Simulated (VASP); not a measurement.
# Ti: relaxation of cell and atoms with PBE

Crystal: Ti.

```
Ti
1.0
    -1.27427    1.27427    1.27427
     1.27427   -1.27427    1.27427
     1.27427    1.27427   -1.27427
Ti
1
Direct
  0.00000 0.00000 0.00000
```

This isn't the form of Ti at room conditions, which is hcp.

```json
{
 "Program": "VASP 6.6.1",
 "Task": "relaxation of cell and atoms",
 "Functional": "PBE",
 "Potentials or basis": "VASP PAW PBE potentials, release 64 (Ti_sv)",
 "Cutoff": "600 eV",
 "k mesh": "21 × 21 × 21",
 "Occupations": "fermi-dirac, width 0.08 eV",
 "Spin": "no spin polarisation",
 "Target pressure": "230 GPa",
 "Dipole correction": "no",
 "Further INCAR settings": "ALGO = Normal; EDIFF = 1e-07; IBRION = 2; EDIFFG = -0.005; NSW = 32; ISIF = 3"
}
```

```
Relaxed volume                                             : 8.32 Å³/atom
Relaxed cell                                               : a = 2.211 Å, b = 2.211 Å, c = 2.211 Å, α = 109.47°, β = 109.47°, γ = 109.47°
Space group after relaxing (to 0.1 Å)                      : Im-3m (No. 229)
Energy change on relaxing (the run minimises the enthalpy) : -57.8 meV/atom
Ionic steps                                                : 3
Pressure after relaxing                                    : 229.9 GPa
Band gap on the k mesh                                     : zero (bands 6 and 7 overlap by 2.14 eV)
```

Step by step:
| step | energy change (eV) | largest force (eV/Å) | pressure (GPa) | volume (Å³) |
| --- | --- | --- | --- | --- |
| 1 | 0.0000 | 0.0000 | 233.39 | 8.28 |
| 2 | -0.2966 | 0.0000 | 216.11 | 8.49 |
| 3 | -0.0578 | 0.0000 | 229.93 | 8.32 |

Final structure:
```xyz
1
Lattice="-1.2763 1.2763 1.2763 1.2763 -1.2763 1.2763 1.2763 1.2763 -1.2763" Properties=species:S:1:pos:R:3 pbc="T T T"
Ti    0.0000    0.0000    0.0000
```

Levels at points of the mesh, in eV from the Fermi level:
```tsv
k point	band 4	band 5	band 6	band 7	band 8	band 9
(0.00, 0.00, 0.00)	-29.65	-5.40	1.03	1.03	1.03	5.04
```

Run time: 63 s on 1 thread of Intel Xeon 8259CL (shared host), peak memory 0.15 GiB.

Caveat: the cell is relaxed towards a set pressure, so the run minimises the enthalpy, not the energy.
